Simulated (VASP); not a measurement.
# Te (P3_121) in VASP: settings compared, part 2 of 2

VASP 6.6.1. Earlier steps stand in the parts before.

**3. Single point, r2SCAN**

Contents of POSCAR:

```
Te
1.0
    4.4712577151      0.0000000000      0.0000000000
   -2.2356288575      3.8722227681      0.0000000000
    0.0000000000      0.0000000000      5.9487470219
Te
3
Direct
    0.2641920680      0.0000000000      0.3333333333
    0.0000000000      0.2641920680      0.6666666667
    0.7358079320      0.7358079320      0.0000000000
```

Contents of INCAR.step1:

```
ALGO = Normal
EDIFF = 1E-5
ENCUT = 550
GGA = PE
GGA_COMPAT = F
ISMEAR = 0
LASPH = T
LCHARG = F
LREAL = F
LWAVE = T
NBANDS = 16
NELM = 120
PREC = Accurate
SIGMA = 0.01
```

Contents of INCAR.step2:

```
ALGO = Normal
EDIFF = 1E-6
ENCUT = 550
GGA_COMPAT = F
ISIF = 2
ISMEAR = 0
ISTART = 1
LASPH = T
LCHARG = F
LMIXTAU = T
LREAL = F
LWAVE = F
METAGGA = R2SCAN
NBANDS = 16
NELM = 120
PREC = Accurate
SIGMA = 0.01
```

Contents of KPOINTS:

```
k-points
0
Gamma
  6 6 4
```

Potentials or basis: VASP PAW PBE potentials, release 64 (Te).

Run with:

```
$ cat potpaw_PBE.64/Te/POTCAR > POTCAR
$ cp INCAR.step1 INCAR
$ mpirun -np 1 vasp_std > vasp.out
$ cp INCAR.step2 INCAR
$ mpirun -np 1 vasp_std > vasp.out
```

OUTCAR:

```text
EDIFF = 1E-6
   ENCUT = 550
   ISIF = 2
   ISMEAR = 0
   ISTART = 1
   LASPH = T
   LREAL = F
   METAGGA = R2SCAN
   NELM = 120
   PREC = Accurate

 ion  position               nearest neighbor table
   1  0.264  0.000  0.333-   3 2.85   2 2.85   3 3.50   3 3.50   2 3.50   2 3.50
   2  0.000  0.264  0.667-   3 2.85   1 2.85   3 3.50   3 3.50   1 3.50   1 3.50
   3  0.736  0.736  0.000-   2 2.85   1 2.85   2 3.50   1 3.50   1 3.50   2 3.50

  LATTYP: Found a hexagonal cell.
 ALAT       =     4.4712577151
 C/A-ratio  =     1.3304415448

  Lattice vectors:

 A1 = (   4.4712577151,   0.0000000000,   0.0000000000)
 A2 = (  -2.2356288575,   3.8722227681,   0.0000000000)
 A3 = (   0.0000000000,   0.0000000000,   5.9487470219)

Analysis of symmetry for initial positions (statically):
=====================================================================
 Subroutine PRICEL returns:
 Original cell was already a primitive cell.

 Routine SETGRP: Setting up the symmetry group for a
 hexagonal supercell.

 Subroutine GETGRP returns: Found  6 space group operations
 (whereof  2 operations were pure point group operations)
 out of a pool of 24 trial point group operations.

The static configuration has the point symmetry C_2 .
 The point group associated with its full space group is D_3 .

Analysis of symmetry for dynamics (positions and initial velocities):
=====================================================================
 Subroutine PRICEL returns:
 Original cell was already a primitive cell.

 Routine SETGRP: Setting up the symmetry group for a
 hexagonal supercell.

 Subroutine GETGRP returns: Found  6 space group operations
 (whereof  2 operations were pure point group operations)
 out of a pool of 24 trial point group operations.

The dynamic configuration has the point symmetry C_2 .
 The point group associated with its full space group is D_3 .

 Subroutine INISYM returns: Found  6 space group operations
 (whereof  2 operations are pure point group operations),
 and found     1 'primitive' translations

----------------------------------------------------------------------------------------

                                     Primitive cell

  volume of cell :     102.9949

  direct lattice vectors                    reciprocal lattice vectors
     4.471257715  0.000000000  0.000000000     0.223650718  0.129124802  0.000000000
    -2.235628858  3.872222768  0.000000000     0.000000000  0.258249605  0.000000000
     0.000000000  0.000000000  5.948747022     0.000000000  0.000000000  0.168102627

  length of vectors
     4.471257715  4.471257715  5.948747022     0.258249605  0.258249605  0.168102627

  position of ions in fractional coordinates (direct lattice)
     0.264192068  0.000000000  0.333333333
     0.000000000  0.264192068  0.666666667
     0.735807932  0.735807932  0.000000000

  ion indices of the primitive-cell ions
   primitive index   ion index
                 1           1
                 2           2
                 3           3

----------------------------------------------------------------------------------------

 KPOINTS: k-points

Automatic generation of k-mesh.
 Grid dimensions read from file:
 generate k-points for:    6    6    4

 Generating k-lattice:

  Cartesian coordinates                     Fractional coordinates (reciprocal lattice)
     0.037275120  0.021520800  0.000000000     0.166666667  0.000000000  0.000000000
     0.000000000  0.043041601  0.000000000     0.000000000  0.166666667  0.000000000
     0.000000000  0.000000000  0.042025657     0.000000000  0.000000000  0.250000000

  Length of vectors
     0.043041601  0.043041601  0.042025657

  Shift w.r.t. Gamma in fractional coordinates (k-lattice)
     0.000000000  0.000000000  0.000000000

 Subroutine IBZKPT returns following result:
 ===========================================

 Found     24 irreducible k-points:

 Following reciprocal coordinates:
            Coordinates               Weight
  0.000000  0.000000  0.000000      1.000000
  0.166667  0.000000  0.000000      6.000000
  0.333333 -0.000000  0.000000      6.000000
  0.500000 -0.000000  0.000000      3.000000
  0.166667  0.166667  0.000000      6.000000
  0.333333  0.166667  0.000000     12.000000
[... 16 lines left out ...]
  0.333333  0.166667  0.500000     12.000000
  0.333333  0.333333  0.500000      2.000000
   k-points           NKPTS =     24   k-points in BZ     NKDIM =     24   number of bands    NBANDS=     16
   number of dos      NEDOS =    301   number of ions     NIONS =      3
   total plane-waves  NPLWV =  62208
   dimension x,y,z NGX =    36 NGY =   36 NGZ =   48
   dimension x,y,z NGXF=    72 NGYF=   72 NGZF=   96
   ions per type =               3
   NGX,Y,Z   is equivalent  to a cutoff of  13.39, 13.39, 13.41 a.u.
   NGXF,Y,Z  is equivalent  to a cutoff of  26.77, 26.77, 26.83 a.u.
 SYSTEM =  unknown system
   PREC   = accura    normal or accurate (medium, high low for compatibility)
   ISTART =      1    job   : 0-new  1-cont  2-samecut
   ICHARG =      0    charge: 1-file 2-atom 10-const
   ISPIN  =      1    spin polarized calculation?
   LNONCOLLINEAR =      F non collinear calculations
   LSORBIT =      F    spin-orbit coupling
   LASPH  =      T    aspherical Exc in radial PAW
   ENCUT  =  550.0 eV  40.42 Ry    6.36 a.u.   8.55  8.55 11.38*2*pi/ulx,y,z
   NELM   =    120;   NELMIN=  2; NELMDL=  0     # of ELM steps
   EDIFF  = 0.1E-05   stopping-criterion for ELM
   LREAL  =      F    real-space projection
   EDIFFG = 0.1E-04   stopping-criterion for IOM
   NSW    =      0    number of steps for IOM
   IBRION =     -1    ionic relax: 0-MD 1-quasi-New 2-CG
   NFREE  =      0    steps in history (QN), initial steepest desc. (CG)
   ISIF   =      2    stress and relaxation
   ISYM   =      2    0-nonsym 1-usesym 2-fastsym
   POTIM  = 0.5000    time-step for ionic-motion
   TEBEG  =    0.0;   TEEND  =   0.0 temperature during run
   PSTRESS=    0.0 pullay stress
   NELECT =      18.0000    total number of electrons
   NUPDOWN=      -1.0000    fix difference up-down
   EMIN   =  10.00;   EMAX   =-10.00  energy-range for DOS
   EFERMI =   0.00;   METHOD = LEGACY
   ISMEAR =     0;   SIGMA  =   0.01  broadening in eV -4-tet -1-fermi 0-gaus
   EFERMI_NEDOS =   21; number of points for ismear=-14 and -15
   IALGO  =     38    algorithm
   IMIX   =      4    mixing-type and parameters
     AMIX     =   0.40;   BMIX     =  1.00
     AMIX_MAG =   1.60;   BMIX_MAG =  1.00
  volume/ion in A,a.u.               =      34.33       231.68
  Fermi-wavevector in a.u.,A,eV,Ry     =   0.915294  1.729654 11.398452  0.837763
  Thomas-Fermi vector in A             =   2.040019
   LORBIT       =      0    0 simple, 1 ext, 2 COOP (PROOUT), +10 PAW based schemes
   METAGGA = R2SCAN    functional components
   LHFCALC =     F    Hartree Fock is set to
   AEXX    =    0.0000 exact exchange contribution
   IVDW    =     0    specifies the selected vdW correction
   LEPSILON=     F    determine dielectric tensor
   LRPA    =     F    only Hartree local field effects (RPA)
 non-spin polarized calculation
 Gauss-broadening in eV      SIGMA  =   0.01
  energy-cutoff  :      550.00
  volume of cell :      102.99
 maximum number of plane-waves:      3043
 NGX is ok and might be reduce to    36
   NGX = 17   NGY = 17   NGZ = 23

 number of electron      17.9999997 magnetization

 Free energy of the ion-electron system (eV)
  ---------------------------------------------------
  ext. energy  EPLUGINS =         0.00000000
  ---------------------------------------------------
  free energy    TOTEN  =       -76.22938706 eV

  energy without entropy =      -76.22938706  energy(sigma->0) =      -76.22938706

 E-fermi :   5.7485     XC(G=0):  -9.4359

 val. band max:        5.6355564357   @ k =   0.3333   0.3333   0.5000
 cond. band min:       5.9648089021   @ k =   0.3333   0.3333   0.5000
 fundamental gap:      0.3292524664
 Fermi energy:         5.7485000868

 k-point     1 :       0.0000    0.0000    0.0000
  band No.  band energies     occupation
      1      -8.4839      2.00000
      2      -4.9883      2.00000
      3      -4.9883      2.00000
      4       2.4408      2.00000
      5       2.7722      2.00000
      6       2.7722      2.00000
[... 433 lines left out ...]
      3      -4.6422      2.00000
      4       0.2810      2.00000
      5       0.5163      2.00000
      6       0.5163      2.00000
[... 8 lines left out ...]
     15      12.6077      0.00000
     16      13.1756      0.00000

------------------------ aborting loop because EDIFF is reached ----------------------------------------

  FORCE on cell =-STRESS in cart. coord.  units (eV):
  Direction    XX          YY          ZZ          XY          YZ          ZX
  --------------------------------------------------------------------------------------
  -------------------------------------------------------------------------------------
  Total        0.5905098      0.5905098      0.4960376      0.0000000     -0.0000000     -0.0000000
  in kB        9.1859095      9.1859095      7.7163100      0.0000000     -0.0000000     -0.0000000
  external PRESSURE =       8.6960430 kB  Pullay stress =       0.0000000 kB

 VOLUME and BASIS-vectors are now :
 -----------------------------------------------------------------------------
  energy-cutoff  :      550.00
  volume of cell :      102.99
      direct lattice vectors                 reciprocal lattice vectors
     4.471257715  0.000000000  0.000000000     0.223650718  0.129124802  0.000000000
    -2.235628858  3.872222768  0.000000000     0.000000000  0.258249605  0.000000000
     0.000000000  0.000000000  5.948747022     0.000000000  0.000000000  0.168102627

 POSITION                                       TOTAL-FORCE (eV/Angst)
 -----------------------------------------------------------------------------------
      1.18127      0.00000      1.98292         0.000679     -0.000000      0.000000
     -0.59064      1.02301      3.96583        -0.000340      0.000588      0.000000
      1.64499      2.84921      0.00000        -0.000340     -0.000588      0.000000
 -----------------------------------------------------------------------------------
    total drift:                                0.000000     -0.000000      0.000000

  FREE ENERGIE OF THE ION-ELECTRON SYSTEM (eV)
  ---------------------------------------------------
  free  energy   TOTEN  =       -76.2293870569 eV

  energy  without entropy=      -76.2293870569  energy(sigma->0) =      -76.22938706
```

OUTCAR.step1:

```text
EDIFF = 1E-5
   ENCUT = 550
   GGA = PE
   ISMEAR = 0
[... 682 lines left out ...]
      1.18127      0.00000      1.98292         0.228358     -0.000000      0.000000
     -0.59064      1.02301      3.96583        -0.114179      0.197764     -0.000000
      1.64499      2.84921      0.00000        -0.114179     -0.197764      0.000000
 -----------------------------------------------------------------------------------
    total drift:                                0.000000     -0.000000      0.000000

  FREE ENERGIE OF THE ION-ELECTRON SYSTEM (eV)
  ---------------------------------------------------
  free  energy   TOTEN  =        -9.4110949574 eV

  energy  without entropy=       -9.4110949574  energy(sigma->0) =       -9.41109496
```

Wall time 7.5 min (1 thread of AMD EPYC 7R13, shared host); peak memory 0.24 GiB.

Results:

```
Free energy            : -76.2294 eV
Pressure               : 0.9 GPa
Band gap on the k mesh : 0.33 eV, direct
```

Caveat: the PAW data sets were made with another functional, which shifts forces and pressure a little; spin-orbit coupling is left out, which moves the levels of the heavy elements.
